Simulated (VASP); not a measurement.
# Nb (Im-3m) in VASP: a series of runs

Nb is run at these levels: LDA; tasks: single point, relaxation of cell and atoms.

Program: VASP 6.6.1. These are calculated values, not measurements. Logs are shortened: lines on timing, memory, paths and dates and some standing lists are left out, and cuts for length are marked.

## (1) The cell of the first run

The structure is cubic, space group Im-3m (No. 229). The conventional cell has a = 3.246 Å, b = 3.246 Å, c = 3.246 Å, α = 90.00°, β = 90.00°, γ = 90.00°. Within 3.7 Å of Nb (site symmetry m-3m) lie 14 Nb at 2.81 to 3.25 Å.

## (2) Single point, LDA

The input, INCAR:

```
SYSTEM = Nb
ALGO = Normal ; EDIFF = 1E-6
ENCUT = 520 ; GGA = CA
ISIF = 2 ; ISMEAR = -1
LASPH = .TRUE. ; LCHARG = .FALSE.
LREAL = .FALSE. ; LWAVE = .FALSE.
NBANDS = 12 ; NELM = 80
PREC = Accurate ; SIGMA = 0.05
```

The input, KPOINTS:

```
k-points
0
G
  9 9 9
  0 0 0
```

The input, POSCAR:

```
Nb
1.0
   -1.6229527450      1.6229527450      1.6229527450
    1.6229527450     -1.6229527450      1.6229527450
    1.6229527450      1.6229527450     -1.6229527450
Nb
1
Direct
    0.0000000000      0.0000000000      0.0000000000
```

Potentials or basis: VASP PAW LDA potentials, release 64 (Nb_sv).

Run with:

```sh
$ cat potpaw_LDA.64/Nb_sv/POTCAR > POTCAR
$ mpirun -np 1 vasp_std > vasp.out
```

OUTCAR:

```text
SYSTEM = Nb
   EDIFF = 1E-6
   ENCUT = 520
   GGA = CA
   ISIF = 2
   ISMEAR = -1
   LASPH = .TRUE.
   LREAL = .FALSE.
   NELM = 80
   PREC = Accurate

 ion  position               nearest neighbor table
   1  0.000  0.000  0.000-

  LATTYP: Found a body centered cubic cell.
 ALAT       =     3.2459054900

  Lattice vectors:

 A1 = (  -1.6229527450,   1.6229527450,   1.6229527450)
 A2 = (   1.6229527450,  -1.6229527450,   1.6229527450)
 A3 = (   1.6229527450,   1.6229527450,  -1.6229527450)

Analysis of symmetry for initial positions (statically):
=====================================================================
 Subroutine PRICEL returns:
 Original cell was already a primitive cell.

 Routine SETGRP: Setting up the symmetry group for a
 body centered cubic supercell.

 Subroutine GETGRP returns: Found 48 space group operations
 (whereof 48 operations were pure point group operations)
 out of a pool of 48 trial point group operations.

The static configuration has the point symmetry O_h .

Analysis of symmetry for dynamics (positions and initial velocities):
=====================================================================
 Subroutine PRICEL returns:
 Original cell was already a primitive cell.

 Routine SETGRP: Setting up the symmetry group for a
 body centered cubic supercell.

 Subroutine GETGRP returns: Found 48 space group operations
 (whereof 48 operations were pure point group operations)
 out of a pool of 48 trial point group operations.

The dynamic configuration has the point symmetry O_h .

 Subroutine INISYM returns: Found 48 space group operations
 (whereof 48 operations are pure point group operations),
 and found     1 'primitive' translations

----------------------------------------------------------------------------------------

                                     Primitive cell

  volume of cell :      17.0993

  direct lattice vectors                    reciprocal lattice vectors
    -1.622952745  1.622952745  1.622952745     0.000000000  0.308080443  0.308080443
     1.622952745 -1.622952745  1.622952745     0.308080443  0.000000000  0.308080443
     1.622952745  1.622952745 -1.622952745     0.308080443  0.308080443  0.000000000

  length of vectors
     2.811036613  2.811036613  2.811036613     0.435691540  0.435691540  0.435691540

  position of ions in fractional coordinates (direct lattice)
     0.000000000  0.000000000  0.000000000

  ion indices of the primitive-cell ions
   primitive index   ion index
                 1           1

----------------------------------------------------------------------------------------

 KPOINTS: k-points

Automatic generation of k-mesh.
 Grid dimensions read from file:
 generate k-points for:    9    9    9

 Generating k-lattice:

  Cartesian coordinates                     Fractional coordinates (reciprocal lattice)
     0.000000000  0.034231160  0.034231160     0.111111111  0.000000000  0.000000000
     0.034231160  0.000000000  0.034231160     0.000000000  0.111111111  0.000000000
     0.034231160  0.034231160  0.000000000     0.000000000  0.000000000  0.111111111

  Length of vectors
     0.048410171  0.048410171  0.048410171

  Shift w.r.t. Gamma in fractional coordinates (k-lattice)
     0.000000000  0.000000000  0.000000000

 Subroutine IBZKPT returns following result:
 ===========================================

 Found     35 irreducible k-points:

 Following reciprocal coordinates:
            Coordinates               Weight
  0.000000  0.000000  0.000000      1.000000
  0.111111  0.000000  0.000000     12.000000
  0.222222  0.000000  0.000000     12.000000
  0.333333  0.000000  0.000000     12.000000
  0.444444  0.000000  0.000000     12.000000
  0.111111  0.111111  0.000000     24.000000
[... 16 lines left out ...]
 -0.333333  0.444444  0.111111     48.000000
 -0.444444 -0.444444  0.111111     24.000000
 [... further k-points ...]
   k-points           NKPTS =     35   k-points in BZ     NKDIM =     35   number of bands    NBANDS=     12
   number of dos      NEDOS =    301   number of ions     NIONS =      1
   total plane-waves  NPLWV =  13824
   dimension x,y,z NGX =    24 NGY =   24 NGZ =   24
   dimension x,y,z NGXF=    48 NGYF=   48 NGZF=   48
   ions per type =               1
   NGX,Y,Z   is equivalent  to a cutoff of  14.19, 14.19, 14.19 a.u.
   NGXF,Y,Z  is equivalent  to a cutoff of  28.39, 28.39, 28.39 a.u.
 SYSTEM =  Nb
   PREC   = accura    normal or accurate (medium, high low for compatibility)
   ISTART =      0    job   : 0-new  1-cont  2-samecut
   ICHARG =      2    charge: 1-file 2-atom 10-const
   ISPIN  =      1    spin polarized calculation?
   LNONCOLLINEAR =      F non collinear calculations
   LSORBIT =      F    spin-orbit coupling
   LASPH  =      T    aspherical Exc in radial PAW
   ENCUT  =  520.0 eV  38.22 Ry    6.18 a.u.   5.23  5.23  5.23*2*pi/ulx,y,z
   NELM   =     80;   NELMIN=  2; NELMDL= -5     # of ELM steps
   EDIFF  = 0.1E-05   stopping-criterion for ELM
   LREAL  =      F    real-space projection
   EDIFFG = 0.1E-04   stopping-criterion for IOM
   NSW    =      0    number of steps for IOM
   IBRION =     -1    ionic relax: 0-MD 1-quasi-New 2-CG
   NFREE  =      0    steps in history (QN), initial steepest desc. (CG)
   ISIF   =      2    stress and relaxation
   ISYM   =      2    0-nonsym 1-usesym 2-fastsym
   POTIM  = 0.5000    time-step for ionic-motion
   TEBEG  =    0.0;   TEEND  =   0.0 temperature during run
   PSTRESS=    0.0 pullay stress
   NELECT =      13.0000    total number of electrons
   NUPDOWN=      -1.0000    fix difference up-down
   EMIN   =  10.00;   EMAX   =-10.00  energy-range for DOS
   EFERMI =   0.00;   METHOD = LEGACY
   ISMEAR =    -1;   SIGMA  =   0.05  broadening in eV -4-tet -1-fermi 0-gaus
   EFERMI_NEDOS =   21; number of points for ismear=-14 and -15
   IALGO  =     38    algorithm
   IMIX   =      4    mixing-type and parameters
     AMIX     =   0.40;   BMIX     =  1.00
     AMIX_MAG =   1.60;   BMIX_MAG =  1.00
  volume/ion in A,a.u.               =      17.10       115.39
  Fermi-wavevector in a.u.,A,eV,Ry     =   1.494159  2.823551 30.375148  2.232510
  Thomas-Fermi vector in A             =   2.606467
   LORBIT       =      0    0 simple, 1 ext, 2 COOP (PROOUT), +10 PAW based schemes
   GGA     = CA    functional components
   LHFCALC =     F    Hartree Fock is set to
   AEXX    =    0.0000 exact exchange contribution
   IVDW    =     0    specifies the selected vdW correction
   LEPSILON=     F    determine dielectric tensor
   LRPA    =     F    only Hartree local field effects (RPA)
 non-spin polarized calculation
  energy-cutoff  :      520.00
  volume of cell :       17.10
 maximum number of plane-waves:       473
 NGX is ok and might be reduce to    24
   NGX = 11   NGY = 11   NGZ = 11

 number of electron      13.0000001 magnetization

 Free energy of the ion-electron system (eV)
  ---------------------------------------------------
  ext. energy  EPLUGINS =         0.00000000
  ---------------------------------------------------
  free energy    TOTEN  =       -11.27341526 eV

  energy without entropy =      -11.26359798  energy(sigma->0) =      -11.26850662

 E-fermi :  11.7591     XC(G=0): -12.9842

 val. band max:       11.7357356743   @ k =   0.1111   0.0000   0.0000
 cond. band min:      11.8021439513   @ k =   0.3333   0.2222   0.0000
 fundamental gap:      0.0664082770
 Fermi energy:        11.7591262610

 k-point     1 :       0.0000    0.0000    0.0000
  band No.  band energies     occupation
      1     -42.2719      2.00000
      2     -17.5974      2.00000
      3     -17.5974      2.00000
      4     -17.5974      2.00000
      5       5.7258      2.00000
      6      12.0575      0.00511
      7      12.0575      0.00511
      8      12.0575      0.00511
      9      15.1377      0.00000
     10      15.1377      0.00000
     11      26.1139      0.00000
     12      26.1139      0.00000

 k-point     2 :       0.1111    0.0000    0.0000
  band No.  band energies     occupation
      1     -42.2366      2.00000
      2     -17.8019      2.00000
      3     -17.6589      2.00000
      4     -17.5994      2.00000
      5       6.2527      2.00000
      6      11.7357      1.22973
      7      11.9574      0.03719
      8      12.5781      0.00000
      9      14.7108      0.00000
     10      15.1426      0.00000
     11      26.5250      0.00000
     12      27.0329      0.00000

 k-point     3 :       0.2222    0.0000    0.0000
  band No.  band energies     occupation
      1     -42.1462      2.00000
      2     -18.2994      2.00000
      3     -17.8117      2.00000
      4     -17.6046      2.00000
      5       7.4531      2.00000
      6      11.0238      2.00000
      7      11.6204      1.88248
      8      14.0581      0.00000
      9      14.5188      0.00000
     10      15.2435      0.00000
     11      26.6781      0.00000
     12      28.5496      0.00000
[... 286 lines left out ...]
 k-point    23 :      -0.3333    0.4444    0.1111
  band No.  band energies     occupation
      1     -41.9429      2.00000
      2     -18.9257      2.00000
      3     -18.2741      2.00000
      4     -17.8542      2.00000
      5       9.0263      2.00000
      6      10.4404      2.00000
      7      11.5084      1.98680
      8      13.9873      0.00000
      9      16.3895      0.00000
     10      18.5769      0.00000
     11      24.9669      0.00000
     12      27.4649      0.00000

 k-point    24 :      -0.4444   -0.4444    0.1111
  band No.  band energies     occupation
      1     -41.9104      2.00000
      2     -19.0450      2.00000
      3     -18.3555      2.00000
      4     -17.8534      2.00000
      5       8.8021      2.00000
      6      10.7721      2.00000
      7      11.2780      1.99987
      8      14.1088      0.00000
      9      17.2321      0.00000
     10      20.3114      0.00000
     11      23.6330      0.00000
     12      26.2403      0.00000

 [... further k-points ...]
[... 5 lines left out ...]
  --------------------------------------------------------------------------------------
  -------------------------------------------------------------------------------------
  Total       -0.0158774     -0.0158774     -0.0158774      0.0000000      0.0000000     -0.0000000
  in kB       -1.4876934     -1.4876934     -1.4876934      0.0000000      0.0000000     -0.0000000
  external PRESSURE =      -1.4876934 kB  Pullay stress =       0.0000000 kB

 VOLUME and BASIS-vectors are now :
 -----------------------------------------------------------------------------
  energy-cutoff  :      520.00
  volume of cell :       17.10
      direct lattice vectors                 reciprocal lattice vectors
    -1.622952745  1.622952745  1.622952745     0.000000000  0.308080443  0.308080443
     1.622952745 -1.622952745  1.622952745     0.308080443  0.000000000  0.308080443
     1.622952745  1.622952745 -1.622952745     0.308080443  0.308080443  0.000000000

 POSITION                                       TOTAL-FORCE (eV/Angst)
 -----------------------------------------------------------------------------------
      0.00000      0.00000      0.00000        -0.000000      0.000000     -0.000000
 -----------------------------------------------------------------------------------
    total drift:                                0.000000      0.000000      0.000000

  FREE ENERGIE OF THE ION-ELECTRON SYSTEM (eV)
  ---------------------------------------------------
  free  energy   TOTEN  =       -11.2734152604 eV

  energy  without entropy=      -11.2635979772  energy(sigma->0) =      -11.26850662
```

Wall time 3.6 s (1 thread of Intel Xeon Platinum 8488C (Sapphire Rapids), shared host); peak memory 0.13 GiB.

Results:

- Free energy: -11.2734 eV
- Pressure: -0.1 GPa

Levels at points of the mesh, in eV from the Fermi level:
```tsv
k point	band 2	band 3	band 4	band 5	band 6	band 7	band 8	band 9	band 10	band 11
(0.00, 0.00, 0.00)	-29.36	-29.36	-29.36	-6.03	0.30	0.30	0.30	3.38	3.38	14.35
```

## (3) Relaxation of cell and atoms, LDA

This run uses another cell than the first one, of 18.43 Å³/atom, 1.078 times its volume.

The input, INCAR:

```
PREC = Accurate
ENCUT = 600
EDIFF = 1E-6
ISMEAR = -1
SIGMA = 0.05
LREAL = F
LASPH = T
NELM = 100
ALGO = Normal
ISIF = 3
LWAVE = F
LCHARG = F
IBRION = 2
NSW = 60
EDIFFG = -0.01
```

The input, KPOINTS:

```
regular mesh
0
Gamma
  9 9 9
```

The input, POSCAR:

```
Nb
1.0
   -1.6639500000      1.6639500000      1.6639500000
    1.6639500000     -1.6639500000      1.6639500000
    1.6639500000      1.6639500000     -1.6639500000
Nb
1
Direct
    0.0000000000      0.0000000000      0.0000000000
```

Potentials or basis: VASP PAW LDA potentials, release 64 (Nb_sv).

Run with:

```sh
$ cat potpaw_LDA.64/Nb_sv/POTCAR > POTCAR
$ mpirun -np 1 vasp_std > vasp.out
```

OUTCAR:

```text
PREC = Accurate
   ENCUT = 600
   EDIFF = 1E-6
   ISMEAR = -1
   LREAL = F
   LASPH = T
   NELM = 100
   ISIF = 3
   IBRION = 2
   NSW = 60
   EDIFFG = -0.01

 ion  position               nearest neighbor table
   1  0.000  0.000  0.000-

  LATTYP: Found a body centered cubic cell.
 ALAT       =     3.3279000000

  Lattice vectors:

 A1 = (  -1.6639500000,   1.6639500000,   1.6639500000)
 A2 = (   1.6639500000,  -1.6639500000,   1.6639500000)
 A3 = (   1.6639500000,   1.6639500000,  -1.6639500000)

Analysis of symmetry for initial positions (statically):
=====================================================================
 Subroutine PRICEL returns:
 Original cell was already a primitive cell.

 Routine SETGRP: Setting up the symmetry group for a
 body centered cubic supercell.

 Subroutine GETGRP returns: Found 48 space group operations
 (whereof 48 operations were pure point group operations)
 out of a pool of 48 trial point group operations.

The static configuration has the point symmetry O_h .

Analysis of symmetry for dynamics (positions and initial velocities):
=====================================================================
 Subroutine PRICEL returns:
 Original cell was already a primitive cell.
[... 362 lines left out ...]
--------------------------------------- Ionic step        7  -------------------------------------------

 number of electron      13.0000001 magnetization

 Free energy of the ion-electron system (eV)
  ---------------------------------------------------
  ext. energy  EPLUGINS =         0.00000000
  ---------------------------------------------------
  free energy    TOTEN  =       -11.27418356 eV

  energy without entropy =      -11.26438525  energy(sigma->0) =      -11.26928440

 E-fermi :  11.7645     XC(G=0): -12.9861

 val. band max:       11.7404202630   @ k =   0.1111   0.0000   0.0000
 cond. band min:      11.8078653471   @ k =   0.3333   0.2222   0.0000
 fundamental gap:      0.0674450841
 Fermi energy:        11.7644762804

 k-point     1 :       0.0000    0.0000    0.0000
  band No.  band energies     occupation
      1     -42.2673      2.00000
      2     -17.5918      2.00000
      3     -17.5918      2.00000
      4     -17.5918      2.00000
      5       5.7293      2.00000
      6      12.0624      0.00515
      7      12.0624      0.00515
      8      12.0624      0.00515
      9      15.1438      0.00000
     10      15.1438      0.00000
[... 287 lines left out ...]
 k-point    24 :      -0.4444   -0.4444    0.1111
  band No.  band energies     occupation
      1     -41.9054      2.00000
      2     -19.0410      2.00000
      3     -18.3507      2.00000
      4     -17.8481      2.00000
      5       8.8058      2.00000
      6      10.7765      2.00000
      7      11.2832      1.99987
      8      14.1144      0.00000
      9      17.2396      0.00000
     10      20.3205      0.00000

 [... further k-points ...]

------------------------ aborting loop because EDIFF is reached ----------------------------------------

  FORCE on cell =-STRESS in cart. coord.  units (eV):
  Direction    XX          YY          ZZ          XY          YZ          ZX
  --------------------------------------------------------------------------------------
  -------------------------------------------------------------------------------------
  Total       -0.0005235     -0.0005235     -0.0005235      0.0000000     -0.0000000      0.0000000
  in kB       -0.0490668     -0.0490668     -0.0490668      0.0000000     -0.0000000      0.0000000
  external PRESSURE =      -0.0490668 kB  Pullay stress =       0.0000000 kB
[... 16 lines left out ...]
  FREE ENERGIE OF THE ION-ELECTRON SYSTEM (eV)
  ---------------------------------------------------
  free  energy   TOTEN  =       -11.2741835605 eV

  energy  without entropy=      -11.2643852453  energy(sigma->0) =      -11.26928440

 reached required accuracy - stopping structural energy minimisation
```

CONTCAR:

```text
Nb
   1.00000000000000
    -1.6227465689460190    1.6227465689460190    1.6227465689460190
     1.6227465689460190   -1.6227465689460190    1.6227465689460190
     1.6227465689460190    1.6227465689460190   -1.6227465689460190
  Nb
     1
Direct
     0.0000000000000000    0.0000000000000000    0.0000000000000000

  0.00000000E+00  0.00000000E+00  0.00000000E+00
```

Run time: 15 s. Hardware: 1 thread of Intel Xeon Platinum 8488C (Sapphire Rapids), shared host; peak memory 0.14 GiB.

Results:

| Property | Result |
| --- | --- |
| Free energy | -11.2742 eV |
| Relaxed volume | 17.09 Å³/atom |
| Relaxed cell | a = 2.811 Å, b = 2.811 Å, c = 2.811 Å, α = 109.47°, β = 109.47°, γ = 109.47° |
| Space group after relaxing (to 0.05 Å) | Im-3m (No. 229) |
| Energy gained by relaxing | 55.8 meV/atom |
| Ionic steps | 7 |
| Pressure after relaxing | 0.0 GPa |

Step by step:
```tsv
step	energy change (eV)	largest force (eV/Å)	pressure (GPa)	volume (Å³)
1	0.0000	0.0000	-12.60	18.43
2	0.1753	0.0000	36.55	14.83
3	-0.0556	0.0000	-0.78	17.16
4	-0.0558	0.0000	-0.10	17.10
5	-0.0557	0.0000	0.20	17.07
6	-0.0557	0.0000	-0.31	17.12
7	-0.0558	0.0000	0.00	17.09
```

Final structure:
```
Nb
1.0
    -1.62275    1.62275    1.62275
     1.62275   -1.62275    1.62275
     1.62275    1.62275   -1.62275
Nb
1
Cartesian
  0.0000 0.0000 0.0000
```

Levels at points of the mesh, in eV from the Fermi level:
```
           k point  band 4  band 5  band 6  band 7  band 8  band 9
(0.00, 0.00, 0.00)  -29.36   -6.04    0.30    0.30    0.30    3.38
```
